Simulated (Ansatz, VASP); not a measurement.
# Two plane-wave programs on GeSb4Te4

```
CELL_PARAMETERS angstrom
4.32998 0.00000 0.00000
-2.16499 3.74988 0.00000
0.00000 0.00000 17.64861
ATOMIC_POSITIONS crystal
Ge 0.00000 0.00000 0.00000
Sb 0.33333 0.66667 0.54410
Sb 0.66667 0.33333 0.45590
Sb 0.66667 0.33333 0.79077
Sb 0.33333 0.66667 0.20923
Te 0.33333 0.66667 0.90452
Te 0.66667 0.33333 0.09548
Te 0.00000 0.00000 0.69397
Te 0.00000 0.00000 0.30603
```

Alike in both runs: functional PBE; k mesh 12 × 12 × 2; occupations gaussian, width 0.01 eV; no spin polarisation.

Ansatz relaxed the structure, and its values are those at the end. VASP's run is a single point on that final structure, the one shown.

|  | VASP | Ansatz |
| --- | --- | --- |
| version | VASP 6.6.1 | Ansatz 0.2.0 |
| potentials or method | VASP PAW PBE potentials, release 64 (Ge_d, Sb, Te), cutoff 520 eV | scalar-relativistic, plane waves, PAW |
| valence electrons in the cell | 58 | 138 |

Ansatz gave:

```
gap on the k mesh at the Fermi level (eV) : 0.08
least direct gap on the mesh (eV)         : 0.11
pressure (GPa)                            : 0.0
rms of the force components (eV/Å)        : 0.000
```

Question: Which values does VASP return?

Answer: gap on the k mesh at the Fermi level (eV): 0.07; least direct gap on the mesh (eV): 0.08; pressure (GPa): 0.0; rms of the force components (eV/Å): 0.016.

VASP's potentials hold 58 valence electrons a cell and Ansatz's 138, so a difference there can come from the potentials and not from the codes.

Spin-orbit coupling is off throughout.
